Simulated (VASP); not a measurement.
# Li16H15 (a cell with a defect) in VASP: notebook

Runs on Li16H15 (a cell with a defect). Level: PBE. Tasks: relaxation of the atoms, single point.

All numbers are computed with VASP 6.6.1; they aren't measurements. Logs are shortened: lines on timing, memory, paths and dates and some standing lists are left out, and cuts for length are marked.

### 1 The cell of the first run

The cell holds a defect, 31 atoms: a = 6.941 Å, b = 6.941 Å, c = 6.941 Å, α = 109.47°, β = 109.47°, γ = 109.47°.

### 2 Relaxation of the atoms, PBE (atoms taken out)

Contents of INCAR:

```
PREC     = Accurate       # precision mode
ENCUT    = 520            # plane-wave cutoff, eV
EDIFF    = 1E-6           # SCF threshold, eV
ISMEAR   = 0              # smearing method
SIGMA    = 0.01           # smearing width, eV
LREAL    = Auto         
LASPH    = T              # aspherical terms in the spheres
NELM     = 100            # most SCF steps
ALGO     = Normal         # electronic algorithm
ISIF     = 2              # what is computed and relaxed
LWAVE    = F              # write WAVECAR
LCHARG   = F              # write CHGCAR
GGA      = PE             # functional
IBRION   = 2              # ionic algorithm
NSW      = 65             # ionic steps
EDIFFG   = -0.025         # ionic threshold
NELECT   = 64.0
```

Contents of KPOINTS:

```
Automatic mesh
0
Gamma
  4 4 4
  0.5 0.5 0.5
```

Contents of POSCAR:

```
Li16H15
1.0
   -4.0071000518      4.0071000518     -4.0071000518
    4.0071000518     -4.0071000518     -4.0071000518
   -4.0071000518     -4.0071000518      4.0071000518
Li H
16 15
Direct
    0.0064118122      0.2500000000      0.7564118122
    0.7500000000      0.2500000000      1.0000000000
    0.4935881878      0.2500000000      0.2435881878
    0.2500000000      0.0000000000      0.7500000000
    0.2500000000      0.2500000000      0.5000000000
    1.0000000000      1.0000000000      1.0000000000
    0.7500000000     -0.0064118122      0.2435881878
    0.5000000000      0.7500000000      0.7500000000
    0.4935881878     -0.0064118122      0.5000000000
    0.2500000000      0.7500000000      1.0000000000
    0.0000000000      0.7500000000      0.2500000000
    0.7500000000      0.5064118122      0.7564118122
    0.7500000000      0.7500000000      0.5000000000
    0.5000000000      0.5000000000      1.0000000000
    0.2500000000      0.5000000000      0.2500000000
    0.0064118122      0.5064118122      0.5000000000
    0.5001005437      0.2500000000      0.7498994563
    0.2500000000      0.2500000000      0.0000000000
   -0.0001005437      0.0001005437      0.5000000000
   -0.0001005437      0.2500000000      0.2501005437
    0.7500000000      0.0001005437      0.7498994563
    0.5001005437      0.0001005437      0.0002010875
    0.2500000000      0.7500000000      0.5000000000
    0.2502010875      0.0001005437      0.2501005437
   -0.0001005437      0.7497989125      0.7498994563
    0.7500000000      0.7500000000      0.0000000000
    0.5001005437      0.4998994563      0.5000000000
    0.5001005437      0.7502010875      0.2501005437
    0.2497989125      0.4998994563      0.7498994563
   -0.0001005437      0.4998994563     -0.0002010875
    0.7500000000      0.4998994563      0.2501005437
```

Potentials or basis: VASP PAW PBE potentials, release 64 (Li_sv, H).

Command:

```sh
cat potpaw_PBE.64/Li_sv/POTCAR potpaw_PBE.64/H/POTCAR > POTCAR
mpirun -np 1 vasp_std > vasp.out
```

OUTCAR:

```text
PREC = Accurate
   ENCUT = 520
   EDIFF = 1E-6
   ISMEAR = 0
   LREAL = Auto
   LASPH = T
   NELM = 100
   ISIF = 2
   GGA = PE
   IBRION = 2
   NSW = 65
   EDIFFG = -0.025
   NELECT = 64.0

 ion  position               nearest neighbor table
   1  0.006  0.250  0.756-
   2  0.750  0.250  0.000-
   3  0.494  0.250  0.244-
   4  0.250  0.000  0.750-
   5  0.250  0.250  0.500-
   6  0.000  0.000  0.000-
[... 23 lines left out ...]
  30  1.000  0.500  1.000-
  31  0.750  0.500  0.250-

  LATTYP: Found a body centered cubic cell.
 ALAT       =     8.0142001036

  Lattice vectors:

 A1 = (  -4.0071000518,   4.0071000518,  -4.0071000518)
 A2 = (   4.0071000518,  -4.0071000518,  -4.0071000518)
 A3 = (  -4.0071000518,  -4.0071000518,   4.0071000518)

Analysis of symmetry for initial positions (statically):
=====================================================================
 Subroutine PRICEL returns:
 Original cell was already a primitive cell.

 Routine SETGRP: Setting up the symmetry group for a
 body centered cubic supercell.

 Subroutine GETGRP returns: Found 48 space group operations
 (whereof  8 operations were pure point group operations)
 out of a pool of 48 trial point group operations.

The static configuration has the point symmetry D_2d.
 The point group associated with its full space group is O_h .

Analysis of symmetry for dynamics (positions and initial velocities):
=====================================================================
 Subroutine PRICEL returns:
 Original cell was already a primitive cell.

 Routine SETGRP: Setting up the symmetry group for a
 body centered cubic supercell.

 Subroutine GETGRP returns: Found 48 space group operations
 (whereof  8 operations were pure point group operations)
 out of a pool of 48 trial point group operations.

The dynamic configuration has the point symmetry D_2d.
 The point group associated with its full space group is O_h .

 Subroutine INISYM returns: Found 48 space group operations
 (whereof  8 operations are pure point group operations),
 and found     1 'primitive' translations

----------------------------------------------------------------------------------------

                                     Primitive cell

  volume of cell :     257.3656

  direct lattice vectors                    reciprocal lattice vectors
    -4.007100052  4.007100052 -4.007100052    -0.124778517  0.000000000 -0.124778517
     4.007100052 -4.007100052 -4.007100052     0.000000000 -0.124778517 -0.124778517
    -4.007100052 -4.007100052  4.007100052    -0.124778517 -0.124778517  0.000000000

  length of vectors
     6.940500881  6.940500881  6.940500881     0.176463470  0.176463470  0.176463470

  position of ions in fractional coordinates (direct lattice)
     0.006411812  0.250000000  0.756411812
     0.750000000  0.250000000  0.000000000
     0.493588188  0.250000000  0.243588188
     0.250000000  0.000000000  0.750000000
     0.250000000  0.250000000  0.500000000
     0.000000000  0.000000000  0.000000000
[... 23 lines left out ...]
     0.999899456  0.499899456  0.999798912
     0.750000000  0.499899456  0.250100544

  ion indices of the primitive-cell ions
   primitive index   ion index
                 1           1
                 2           2
                 3           3
                 4           4
                 5           5
                 6           6
[... 23 lines left out ...]
                30          30
                31          31

----------------------------------------------------------------------------------------

 KPOINTS: Automatic mesh

Automatic generation of k-mesh.
 Grid dimensions read from file:
 generate k-points for:    4    4    4

 Generating k-lattice:

  Cartesian coordinates                     Fractional coordinates (reciprocal lattice)
    -0.031194629  0.000000000 -0.031194629     0.250000000  0.000000000  0.000000000
     0.000000000 -0.031194629 -0.031194629     0.000000000  0.250000000  0.000000000
[... 45 lines left out ...]
   PSTRESS=    0.0 pullay stress
   NELECT =      64.0000    total number of electrons
   NUPDOWN=      -1.0000    fix difference up-down
   EMIN   =  10.00;   EMAX   =-10.00  energy-range for DOS
   EFERMI =   0.00;   METHOD = LEGACY
   ISMEAR =     0;   SIGMA  =   0.01  broadening in eV -4-tet -1-fermi 0-gaus
   EFERMI_NEDOS =   21; number of points for ismear=-14 and -15
   IALGO  =     38    algorithm
   IMIX   =      4    mixing-type and parameters
     AMIX     =   0.40;   BMIX     =  1.00
     AMIX_MAG =   1.60;   BMIX_MAG =  1.00
  volume/ion in A,a.u.               =       8.30        56.03
  Fermi-wavevector in a.u.,A,eV,Ry     =   1.029480  1.945435 14.419854  1.059829
  Thomas-Fermi vector in A             =   2.163530
   LORBIT       =      0    0 simple, 1 ext, 2 COOP (PROOUT), +10 PAW based schemes
   GGA     = PE    functional components
   LHFCALC =     F    Hartree Fock is set to
   AEXX    =    0.0000 exact exchange contribution
   IVDW    =     0    specifies the selected vdW correction
   LEPSILON=     F    determine dielectric tensor
   LRPA    =     F    only Hartree local field effects (RPA)
 conjugate gradient relaxation of ions
 non-spin polarized calculation
 Gauss-broadening in eV      SIGMA  =   0.01
  energy-cutoff  :      520.00
  volume of cell :      257.37
 maximum number of plane-waves:      6950
 NGX is ok and might be reduce to    54
   NGX = 25   NGY = 25   NGZ = 25

--------------------------------------- Ionic step        1  -------------------------------------------

 number of electron      64.0000013 magnetization

 Free energy of the ion-electron system (eV)
  ---------------------------------------------------
  ext. energy  EPLUGINS =         0.00000000
  ---------------------------------------------------
  free energy    TOTEN  =       -90.34683711 eV

  energy without entropy =      -90.34577925  energy(sigma->0) =      -90.34630818

------------------------ aborting loop because EDIFF is reached ----------------------------------------

  FORCE on cell =-STRESS in cart. coord.  units (eV):
  Direction    XX          YY          ZZ          XY          YZ          ZX
  --------------------------------------------------------------------------------------
  -------------------------------------------------------------------------------------
  Total        4.5235621      4.5235621      4.5235621      0.0000000      0.0000000      0.0000000
  in kB       28.1605148     28.1605148     28.1605148      0.0000000      0.0000000      0.0000000
  external PRESSURE =      28.1605148 kB  Pullay stress =       0.0000000 kB
[... 180 lines left out ...]
  energy  without entropy=      -90.4324583520  energy(sigma->0) =      -90.43298728

--------------------------------------- Ionic step        4  -------------------------------------------

 number of electron      64.0000020 magnetization

 Free energy of the ion-electron system (eV)
  ---------------------------------------------------
  ext. energy  EPLUGINS =         0.00000000
  ---------------------------------------------------
  free energy    TOTEN  =       -90.43455210 eV

  energy without entropy =      -90.43349425  energy(sigma->0) =      -90.43402318

 E-fermi :   3.0842     XC(G=0):  -8.5720

 val. band max:        3.0841804076   @ k =  -0.1250   0.1250   0.1250
 cond. band min:       3.0841810440   @ k =  -0.1250   0.1250   0.1250
 fundamental gap:      0.0000006365
 Fermi energy:         3.0841807258

 k-point     1 :       0.1250    0.1250    0.1250
  band No.  band energies     occupation
      1     -44.3789      2.00000
      2     -44.3744      2.00000
      3     -44.3744      2.00000
      4     -44.3739      2.00000
      5     -44.3042      2.00000
      6     -44.2971      2.00000
[... 271 lines left out ...]
     43       5.5481      0.00000
     44       5.6039      0.00000
 [bands above 44 left out]

------------------------ aborting loop because EDIFF is reached ----------------------------------------

  FORCE on cell =-STRESS in cart. coord.  units (eV):
  Direction    XX          YY          ZZ          XY          YZ          ZX
  --------------------------------------------------------------------------------------
  -------------------------------------------------------------------------------------
  Total        4.4912579      4.4912579      4.4912579     -0.0000000      0.0000000     -0.0000000
  in kB       27.9594114     27.9594114     27.9594114     -0.0000000      0.0000000     -0.0000000
  external PRESSURE =      27.9594114 kB  Pullay stress =       0.0000000 kB
[... 46 lines left out ...]
  FREE ENERGIE OF THE ION-ELECTRON SYSTEM (eV)
  ---------------------------------------------------
  free  energy   TOTEN  =       -90.4345521043 eV

  energy  without entropy=      -90.4334942489  energy(sigma->0) =      -90.43402318

 reached required accuracy - stopping structural energy minimisation
```

Wall time 3.6 min (1 thread of Intel Xeon 6975P-C (Granite Rapids), shared host); peak memory 0.42 GiB.

Results:

```yaml
Free_energy: -90.4346 eV
Energy_gained_by_relaxing: 2.8 meV/atom
Ionic_steps: 4
Largest_force_after_relaxing: 0.008 eV/Å
```

Forces in eV/Å, atoms in the order of the input:
```
Li  -0.008  0.000  0.000
Li   0.000  0.000  0.000
Li   0.008  0.000  0.000
Li   0.000  0.000  0.000
Li   0.000  0.000  0.000
Li   0.000  0.000  0.000
Li   0.000  0.008  0.000
Li   0.000  0.000  0.000
Li   0.000  0.000  0.008
Li   0.000  0.000  0.000
Li   0.000  0.000  0.000
Li   0.000 -0.008  0.000
Li   0.000  0.000  0.000
Li   0.000  0.000  0.000
Li   0.000  0.000  0.000
Li   0.000  0.000 -0.008
H    0.000 -0.005  0.005
H    0.000  0.000  0.000
H   -0.005  0.005  0.000
H    0.000  0.005 -0.005
H   -0.005  0.000  0.005
H    0.005  0.005  0.000
H    0.000  0.000  0.000
H    0.005  0.000  0.005
H    0.000 -0.005 -0.005
H    0.000  0.000  0.000
H    0.005 -0.005  0.000
H    0.000  0.005  0.005
H   -0.005  0.000 -0.005
H   -0.005 -0.005  0.000
H    0.005  0.000 -0.005
```

Step by step:
```csv
step,energy change (eV),largest force (eV/Å),pressure (GPa)
1,0.0000,0.3131,2.82
2,-0.0343,0.2486,2.79
3,-0.0867,0.0312,2.79
4,-0.0877,0.0079,2.80
```

Final structure:
```xyz
31
Lattice="-4.0071 4.0071 -4.0071 4.0071 -4.0071 -4.0071 -4.0071 -4.0071 4.0071" Properties=species:S:1:pos:R:3 pbc="T T T"
Li   -5.9939    0.0000   -2.0036
Li   -2.0036    2.0036   -4.0071
Li   -2.0203    0.0000   -2.0036
Li   -4.0071   -2.0036    2.0036
Li   -2.0036   -2.0036    0.0000
Li    0.0000    0.0000    0.0000
Li   -4.0071    1.9868   -2.0036
Li   -2.0036   -4.0071   -2.0036
Li   -4.0071    0.0000   -0.0168
Li    2.0036   -2.0036   -4.0071
Li    2.0036   -4.0071   -2.0036
Li   -4.0071   -1.9868   -2.0036
Li   -2.0036   -2.0036   -4.0071
Li    0.0000    0.0000   -4.0071
Li    0.0000   -2.0036   -2.0036
Li   -4.0071    0.0000   -3.9903
H    -4.0071   -2.0227    0.0192
H     0.0000    0.0000   -2.0036
H     1.9844   -5.9915   -2.0036
H     0.0000   -1.9844   -0.0192
H    -2.0227   -4.0071   -3.9879
H    -1.9844   -5.9915   -2.0036
H     0.0000   -4.0071   -2.0036
H     2.0227   -4.0071   -3.9879
H     0.0000   -6.0298   -0.0192
H     0.0000    0.0000   -6.0107
H    -1.9844   -2.0227   -2.0036
H     0.0000   -1.9844   -3.9879
H    -2.0227   -4.0071   -0.0192
H     1.9844   -2.0227   -2.0036
H    -1.9844    0.0000   -4.0263
```

Caveat: the cell carries a net charge on a neutralising background, which shifts energy and pressure; the cell differs from its parent crystal (atoms taken out); the cell is charged against a uniform background, so pressure and absolute levels hang on convention; the cutoff is under 1.25 times the usual one of these potentials, so pressure, stress and relaxed cells hold a basis-set (Pulay) error.

(Part 1 of 2 ends here.)
